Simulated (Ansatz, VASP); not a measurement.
**Ge3Pt: VASP beside Ansatz**

The input INCAR:

```
PREC = Accurate ; ENCUT = 520
EDIFF = 1E-7 ; ISMEAR = 0
SIGMA = 0.1 ; LREAL = False
LASPH = True ; NELM = 60
ALGO = Normal ; ISIF = 2
LWAVE = False ; LCHARG = True
GGA = PE ; LELF = True
LVHAR = True ; NBANDS = 34
```

Contents of KPOINTS:

```
Automatic mesh
0
Gamma
  4 4 4
```

Contents of POSCAR:

```
Ge3Pt
1.0
    4.6199183100      0.0000000000      0.0000000000
    0.0000000000      4.6199183100      0.0000000000
    0.0000000000      0.0000000000      4.6199183100
Ge Pt
3 1
Direct
    0.5000000000      0.5000000000      0.0000000000
    0.5000000000      0.0000000000      0.5000000000
    0.0000000000      0.5000000000      0.5000000000
    0.0000000000      0.0000000000      0.0000000000
```

Input for Ansatz:

```yaml
crystal:
  lattice:
    - [4.61991831, 0.0, 0.0]
    - [0.0, 4.61991831, 0.0]
    - [0.0, 0.0, 4.61991831]
  atoms:
    - { symbol: Ge, position: [0.5, 0.5, 0.0] }
    - { symbol: Ge, position: [0.5, 0.0, 0.5] }
    - { symbol: Ge, position: [0.0, 0.5, 0.5] }
    - { symbol: Pt, position: [0.0, 0.0, 0.0] }
basis:
  ecutwfc: 420
kpoints:
  mp_grid: { grid: [4, 4, 4] }
hamiltonian:
  xc: pbe
scf:
  occupations: { method: gaussian, width: 0.1 }
  lower_state_search: "off"
output:
  forces: true
  stress: true
  eigenvalues: true
```

Change from the starting cell: species swapped into the LiMg3 type (Pm-3m, No. 221).

Alike in both runs: task single point; functional PBE; k mesh 4 × 4 × 4; occupations gaussian, width 0.1 eV; no spin polarisation.

|  | VASP | Ansatz |
| --- | --- | --- |
| version | VASP 6.6.1 | Ansatz 0.2.0 |
| potentials or method | VASP PAW PBE potentials, release 64 (Ge_d, Pt), cutoff 520 eV | scalar-relativistic, plane waves, PAW |
| valence electrons in the cell | 52 | 60 |

|  | VASP | Ansatz | Ansatz less VASP |
| --- | --- | --- | --- |
| gap on the k mesh at the Fermi level (eV) | none | none | - |
| pressure (GPa) | -14.3 | -14.3 | +0.02 |

A gap of «none» marks a metal or a gap that the smearing closes. The functional is the same, so the differences come from potentials, cutoffs and numerics. VASP's potentials hold 52 valence electrons a cell and Ansatz's 60, so a difference there can come from the potentials and not from the codes.

Spin-orbit coupling is off throughout.
